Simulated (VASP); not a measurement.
# Al2O3 (P-6m2) in VASP: further runs, part 3 of 3

VASP 6.6.1. The steps go on from the part before.

### 5 Relaxation of cell and atoms, PBEsol+D3(BJ)

This run uses another cell than the first one, of 13.45 Å³/atom, 1.338 times its volume.

Contents of INCAR:

```
SYSTEM = Al2O3
ALGO     = Normal         ! electronic algorithm
EDIFF    = 1E-7           ! SCF threshold, eV
EDIFFG   = -0.005         ! ionic threshold
ENCUT    = 600            ! plane-wave cutoff, eV
GGA      = PS             ! functional
IBRION   = 2              ! ionic algorithm
ISIF     = 3              ! what is computed and relaxed
ISMEAR   = 0              ! smearing method
IVDW     = 12             ! dispersion correction
LASPH    = .TRUE.         ! aspherical terms in the spheres
LCHARG   = .FALSE.        ! write CHGCAR
LREAL    = .FALSE.        ! projectors in reciprocal space
LWAVE    = .FALSE.        ! write WAVECAR
NELM     = 80             ! most SCF steps
NSW      = 80             ! ionic steps
PREC     = Accurate       ! precision mode
SIGMA    = 0.01           ! smearing width, eV
```

Contents of KPOINTS:

```
k-points
0
G
  12 12 2
  0 0 0
```

Contents of POSCAR:

```
Al2O3
1.0
    2.8843249500      0.0000000000      0.0000000000
   -1.4421624700      2.4978986800      0.0000000000
    0.0000000000      0.0000000000      9.3367544600
Al O
2 3
Direct
    0.0000000000      0.0000000000      0.1499923304
    0.0000000000      0.0000000000      0.8500076696
    0.3333333294      0.6666666680      0.2223169195
    0.6666666686      0.3333333280      0.0000000000
    0.3333333294      0.6666666680      0.7776830805
```

Potentials or basis: VASP PAW PBE potentials, release 64 (Al, O).

Run with:

```sh
$ cat potpaw_PBE.64/Al/POTCAR potpaw_PBE.64/O/POTCAR > POTCAR
$ mpirun -np 1 vasp_std > vasp.out
```

OUTCAR:

```text
SYSTEM = Al2O3
   EDIFF = 1E-7
   EDIFFG = -0.005
   ENCUT = 600
   GGA = PS
   IBRION = 2
   ISIF = 3
   ISMEAR = 0
   IVDW = 12
   LASPH = .TRUE.
   LREAL = .FALSE.
   NELM = 80
   NSW = 80
   PREC = Accurate
 IVDW          = 12

 ion  position               nearest neighbor table
   1  0.000  0.000  0.150-   3 1.80   3 1.80   3 1.80   4 2.18   4 2.18   4 2.18   2 2.80
   2  0.000  0.000  0.850-   5 1.80   5 1.80   5 1.80   4 2.18   4 2.18   4 2.18   1 2.80
   3  0.333  0.667  0.222-   1 1.80   1 1.80   1 1.80
   4  0.667  0.333  0.000-   1 2.18   2 2.18   1 2.18   2 2.18   1 2.18   2 2.18
   5  0.333  0.667  0.778-   2 1.80   2 1.80   2 1.80

  LATTYP: Found a hexagonal cell.
 ALAT       =     2.8843249500
 C/A-ratio  =     3.2370674670

  Lattice vectors:

 A1 = (   2.8843249500,   0.0000000000,   0.0000000000)
 A2 = (  -1.4421624700,   2.4978986800,   0.0000000000)
 A3 = (   0.0000000000,   0.0000000000,   9.3367544600)

Analysis of symmetry for initial positions (statically):
=====================================================================
 Subroutine PRICEL returns:
 Original cell was already a primitive cell.

 Routine SETGRP: Setting up the symmetry group for a
 hexagonal supercell.

 Subroutine GETGRP returns: Found 12 space group operations
 (whereof 12 operations were pure point group operations)
 out of a pool of 24 trial point group operations.

The static configuration has the point symmetry D_3h.

Analysis of symmetry for dynamics (positions and initial velocities):
=====================================================================
 Subroutine PRICEL returns:
 Original cell was already a primitive cell.

 Routine SETGRP: Setting up the symmetry group for a
 hexagonal supercell.

 Subroutine GETGRP returns: Found 12 space group operations
 (whereof 12 operations were pure point group operations)
 out of a pool of 24 trial point group operations.

The dynamic configuration has the point symmetry D_3h.

 Subroutine INISYM returns: Found 12 space group operations
 (whereof 12 operations are pure point group operations),
[... 126 lines left out ...]
   LORBIT       =      0    0 simple, 1 ext, 2 COOP (PROOUT), +10 PAW based schemes
   GGA     = PS    functional components
   LHFCALC =     F    Hartree Fock is set to
   AEXX    =    0.0000 exact exchange contribution
   IVDW    =    12    specifies the selected vdW correction
   LEPSILON=     F    determine dielectric tensor
   LRPA    =     F    only Hartree local field effects (RPA)
 conjugate gradient relaxation of ions
 non-spin polarized calculation
 Gauss-broadening in eV      SIGMA  =   0.01
  energy-cutoff  :      600.00
  volume of cell :       67.27
 maximum number of plane-waves:      2262
 NGX is ok and might be reduce to    24
   NGX = 11   NGY = 11   NGZ = 37

--------------------------------------- Ionic step        1  -------------------------------------------

 number of electron      23.9999993 magnetization

 Free energy of the ion-electron system (eV)
  ---------------------------------------------------
  ext. energy  EPLUGINS =         0.00000000
  ---------------------------------------------------
  free energy    TOTEN  =       -38.13953594 eV

  energy without entropy =      -38.13953594  energy(sigma->0) =      -38.13953594

------------------------ aborting loop because EDIFF is reached ----------------------------------------

 Edisp (eV)   -0.64285

 E8    (eV) :    -0.3899
[... 114 lines left out ...]
  FREE ENERGIE OF THE ION-ELECTRON SYSTEM (eV)
  ---------------------------------------------------
  free  energy   TOTEN  =       -38.8090800578 eV

  energy  without entropy=      -38.8090800578  energy(sigma->0) =      -38.80908006

 E-fermi :   2.6326     XC(G=0):  -9.9421

 val. band max:        2.5802241219   @ k =   0.0833   0.0833   0.0000
 cond. band min:       7.5676808799   @ k =   0.0000   0.0000   0.0000
 fundamental gap:      4.9874567579
 Fermi energy:         2.6325568030

 k-point     1 :       0.0000    0.0000    0.0000
  band No.  band energies     occupation
      1     -16.4079      2.00000
      2     -15.1192      2.00000
      3     -14.0771      2.00000
      4      -2.8134      2.00000
      5       0.2868      2.00000
      6       1.1945      2.00000
[... 435 lines left out ...]
      5      -2.7100      2.00000
      6      -1.2178      2.00000
[... 8 lines left out ...]
     15      12.4297      0.00000
     16      13.6266      0.00000

 [... further k-points ...]

[... ionic steps 4 to 28 ...]

--------------------------------------- Ionic step       29  -------------------------------------------

 number of electron      24.0000005 magnetization

------------------------ aborting loop because EDIFF is reached ----------------------------------------
[... 81 lines left out ...]
--------------------------------------- Ionic step       31  -------------------------------------------

 number of electron      24.0000005 magnetization

 Free energy of the ion-electron system (eV)
  ---------------------------------------------------
  ext. energy  EPLUGINS =         0.00000000
  ---------------------------------------------------
  free energy    TOTEN  =       -38.14460464 eV

  energy without entropy =      -38.14460464  energy(sigma->0) =      -38.14460464

 E-fermi :   4.0522     XC(G=0): -10.6878

 val. band max:        3.9975288087   @ k =   0.0833   0.0833   0.0000
 cond. band min:       8.5895827848   @ k =   0.0000   0.0000   0.0000
 fundamental gap:      4.5920539761
 Fermi energy:         4.0521918907

 k-point     1 :       0.0000    0.0000    0.0000
  band No.  band energies     occupation
      1     -15.1923      2.00000
      2     -13.9441      2.00000
      3     -12.8315      2.00000
      4      -1.3550      2.00000
      5       1.1967      2.00000
      6       2.2207      2.00000
[... 483 lines left out ...]
  FREE ENERGIE OF THE ION-ELECTRON SYSTEM (eV)
  ---------------------------------------------------
  free  energy   TOTEN  =       -38.9600342941 eV

  energy  without entropy=      -38.9600342941  energy(sigma->0) =      -38.96003429

 reached required accuracy - stopping structural energy minimisation
```

OSZICAR:

```text
N       E                     dE             d eps       ncg     rms          rms(c)
DAV:   1     0.147383965013E+03    0.14738E+03   -0.13614E+04  1216   0.151E+03
DAV:   2    -0.327394479047E+02   -0.18012E+03   -0.17676E+03  1544   0.299E+02
DAV:   3    -0.421384367340E+02   -0.93990E+01   -0.93843E+01  1664   0.813E+01
DAV:   4    -0.422334960332E+02   -0.95059E-01   -0.95039E-01  1576   0.848E+00
[... 344 lines left out ...]
       N       E                     dE             d eps       ncg     rms          rms(c)
DAV:   1    -0.381446075491E+02    0.45224E-04   -0.20212E-04  1320   0.129E-01    0.110E-02
DAV:   2    -0.381446055774E+02    0.19717E-05   -0.41017E-06  1536   0.174E-02    0.532E-03
DAV:   3    -0.381446047402E+02    0.83713E-06   -0.93181E-07  1512   0.821E-03    0.153E-03
DAV:   4    -0.381446046406E+02    0.99624E-07   -0.19899E-07  1176   0.384E-03
  31 F= -.38960034E+02 E0= -.38960034E+02  d E =-.365521E-05
```

Wall time 16 min (1 thread of AMD EPYC 7R43 (Zen 3), shared host); peak memory 0.2 GiB.

Results:

```yaml
Free_energy: -38.9600 eV
Relaxed_volume: 10.12 Å³/atom
Relaxed_cell: a = 2.851 Å, b = 2.851 Å, c = 7.189 Å, α = 90.00°, β = 90.00°, γ = 120.00°
Space_group_after_relaxing_to_0.05_Å: P-6m2 (No. 187)
Energy_gained_by_relaxing: 35.5 meV/atom
Ionic_steps: 31
Pressure_after_relaxing: 0.0 GPa
Largest_force_after_relaxing: 0.003 eV/Å
Band_gap_on_the_k_mesh: 4.59 eV, indirect (least direct gap 4.72 eV)
Dispersion_energy_per_atom: -0.163 eV
```

Forces in eV/Å, atoms in the order of the input:
```
Al   0.000  0.000  0.001
Al   0.000  0.000 -0.001
O    0.000  0.000  0.003
O    0.000  0.000  0.000
O    0.000  0.000 -0.003
```

The path:
```csv
step,energy change (eV),largest force (eV/Å),pressure (GPa),volume (Å³)
1,0.0000,0.1604,-4.33,67.27
2,-0.0022,0.5497,4.35,63.79
3,-0.0267,0.2238,-0.12,65.46
4,-0.0278,0.2733,-0.08,65.09
5,-0.0292,0.0605,-0.10,65.25
6,-0.0298,0.0599,-0.08,65.16
7,-0.0316,0.0581,-0.02,64.89
8,-0.0348,0.0550,0.11,64.36
9,-0.0402,0.0493,0.40,63.30
10,-0.0470,0.1009,1.13,61.19
11,-0.0470,0.1948,3.20,57.08
12,-0.0495,0.0968,1.88,60.03
13,-0.0496,0.0973,1.87,60.02
14,-0.0500,0.1005,1.86,59.99
15,-0.0507,0.1051,1.83,59.91
16,-0.0521,0.1162,1.77,59.76
17,-0.0550,0.1362,1.68,59.47
18,-0.0608,0.1755,1.48,58.88
19,-0.0727,0.2462,1.13,57.71
20,-0.0985,0.3608,0.64,55.36
21,-0.1457,0.5133,0.78,50.66
22,-0.1627,0.3677,0.47,49.76
23,-0.1639,0.3333,0.41,49.51
24,-0.1703,0.2321,0.46,49.77
25,-0.1772,0.0160,0.63,50.42
26,-0.1773,0.0219,0.65,50.44
27,-0.1776,0.0358,-0.08,50.60
28,-0.1776,0.0338,-0.01,50.59
29,-0.1776,0.0014,-0.02,50.60
30,-0.1776,0.0021,-0.02,50.60
31,-0.1777,0.0034,-0.02,50.60
```

Final structure:
```yaml
crystal:
  lattice:
    - [2.85072, 0.00000, 0.00000]
    - [-1.42536, 2.46880, 0.00000]
    - [0.00000, 0.00000, 7.18935]
  atoms:
    - { symbol: Al, position: [0.00000, 0.00000, 0.19212] }
    - { symbol: Al, position: [0.00000, 0.00000, 0.80788] }
    - { symbol: O, position: [0.33333, 0.66667, 0.28653] }
    - { symbol: O, position: [0.66667, 0.33333, 0.00000] }
    - { symbol: O, position: [0.33333, 0.66667, 0.71347] }
```

Caveat: the volume moved by over 15 % at a fixed basis, so the end points are rough; the PAW data sets were made with another functional, which shifts forces and pressure a little. A k mesh can miss the band edges.

### 6 Relaxation of cell and atoms, LDA

This run uses another cell than the first one, of 13.45 Å³/atom, 1.338 times its volume.

Contents of INCAR:

```
PREC = Accurate
ENCUT = 600
EDIFF = 1E-6
ISMEAR = 0
SIGMA = 0.01
LREAL = False
LASPH = True
NELM = 60
ALGO = Normal
ISIF = 3
LWAVE = False
LCHARG = False
IBRION = 2
NSW = 80
EDIFFG = -0.005
```

Contents of KPOINTS:

```
Automatic mesh
0
Gamma
  12 12 2
```

POSCAR is that of step 5.

Potentials or basis: VASP PAW LDA potentials, release 64 (Al, O).

Run with:

```sh
$ cat potpaw_LDA.64/Al/POTCAR potpaw_LDA.64/O/POTCAR > POTCAR
$ mpirun -np 1 vasp_std > vasp.out
```

It took 30 min on 1 thread of AMD EPYC 7R43 (Zen 3), shared host; peak memory 0.16 GiB.

Results (log left out):

```yaml
Free_energy: -40.2116 eV
Relaxed_volume: 10.21 Å³/atom
Relaxed_cell: a = 2.842 Å, b = 2.842 Å, c = 7.295 Å, α = 90.00°, β = 90.00°, γ = 120.00°
Space_group_after_relaxing_to_0.05_Å: P-6m2 (No. 187)
Energy_gained_by_relaxing: 21.7 meV/atom
Ionic_steps: 44
Pressure_after_relaxing: 0.0 GPa
Largest_force_after_relaxing: 0.004 eV/Å
Band_gap_on_the_k_mesh: 4.75 eV, indirect (least direct gap 4.92 eV)
```

Forces on the atoms (eV/Å):
```
Al   0.000  0.000 -0.002
Al   0.000  0.000  0.002
O    0.000  0.000 -0.004
O    0.000  0.000  0.000
O    0.000  0.000  0.004
```

Step by step:
```
step  energy change (eV)  largest force (eV/Å)  pressure (GPa)  volume (Å³)
   1              0.0000                0.5014           -6.60        67.27
   3             -0.0602                0.3680           -0.42        64.80
   5             -0.0652                0.0219           -0.11        64.45
   7             -0.0653                0.0426            0.13        64.32
   9             -0.0654                0.0451            0.09        64.27
  11             -0.0655                0.0758           -0.07        64.02
  13             -0.0657                0.0508           -0.02        64.10
  15             -0.0662                0.0554           -0.10        63.95
  17             -0.0680                0.0730           -0.38        63.35
  19             -0.0705                0.3064           -1.38        60.92
  21             -0.0708                0.3096           -1.40        60.79
  23             -0.0724                0.3177           -1.51        60.21
  25             -0.0795                0.3351           -1.72        57.90
  27             -0.0598                0.3446            0.94        48.60
  29             -0.0860                0.4428            0.51        51.27
  31             -0.0841                0.4507            0.67        50.91
  33             -0.0859                0.3823            0.45        50.22
  35             -0.0979                0.2369            0.13        50.51
  37             -0.1079                0.1302           -0.51        51.08
  39             -0.1087                0.0031            0.08        51.02
  41             -0.1087                0.0095            0.04        51.02
  43             -0.1087                0.0060            0.03        51.03
  44             -0.1087                0.0042           -0.02        51.05
```

Final structure:
```yaml
crystal:
  lattice:
    - [2.84244, 0.00000, 0.00000]
    - [-1.42122, 2.46163, 0.00000]
    - [0.00000, 0.00000, 7.29545]
  atoms:
    - { symbol: Al, position: [0.00000, 0.00000, 0.18827] }
    - { symbol: Al, position: [0.00000, 0.00000, 0.81173] }
    - { symbol: O, position: [0.33333, 0.66667, 0.27970] }
    - { symbol: O, position: [0.66667, 0.33333, 0.00000] }
    - { symbol: O, position: [0.33333, 0.66667, 0.72030] }
```

Levels at points of the mesh, in eV from the valence-band top:
```tsv
k point	band 10	band 11	band 12	band 13	band 14	band 15
(0.00, 0.00, 0.00)	-0.83	-0.83	-0.16	4.75	7.55	8.56
(0.50, 0.00, 0.00)	-1.32	-1.00	-0.89	7.61	8.70	9.03
(0.00, 0.00, 0.50)	-0.86	-0.82	-0.82	5.25	7.24	8.25
(0.50, 0.00, 0.50)	-1.30	-1.25	-0.58	7.72	8.69	9.20
```

Caveat: the volume moved by over 15 % at a fixed basis, so the end points are rough.

### 7 The runs side by side

```csv
task,level,potentials or basis,cell,cutoff (eV),gap on the mesh (eV),pressure (GPa),relaxed volume (Å³/atom),largest force (eV/Å)
single point,BLYP+D3(BJ),"VASP PAW PBE potentials, release 64 (Al, O)","a = 2.867, b = 2.867, c = 7.063 Å, angles 90.0, 90.0, 120.0°, 5 atoms",520,4.67,0.6,-,0.02
single point,PBEsol+D3(BJ),"VASP PAW PBE potentials, release 64 (Al, O)","a = 2.849, b = 2.849, c = 7.192 Å, angles 90.0, 90.0, 120.0°, 5 atoms",520,4.60,0.3,-,0.03
single point,LDA,"VASP PAW LDA potentials, release 64 (Al, O)","a = 2.838, b = 2.838, c = 7.352 Å, angles 90.0, 90.0, 120.0°, 5 atoms",520,4.81,0.9,-,0.04
relaxation of cell and atoms,PBEsol+D3(BJ),"VASP PAW PBE potentials, release 64 (Al, O)","relaxed from a = 2.884, b = 2.884, c = 9.337 Å, angles 90.0, 90.0, 120.0°, 5 atoms",600,4.59,0.0,10.12,-
relaxation of cell and atoms,LDA,"VASP PAW LDA potentials, release 64 (Al, O)","relaxed from a = 2.884, b = 2.884, c = 9.337 Å, angles 90.0, 90.0, 120.0°, 5 atoms",600,4.75,0.0,10.21,-
```

Alike in all rows: no spin polarisation; k mesh 12 × 12 × 2; smearing gaussian 0.01 eV.

Caveats: some runs use coarse meshes; the PAW data sets were made with another functional, which shifts forces and pressure a little (some runs); the volume moved by over 15 % at a fixed basis, so the end points are rough (some runs).

Total energies depend on the potentials used, so only differences within one code and one set of settings carry meaning.
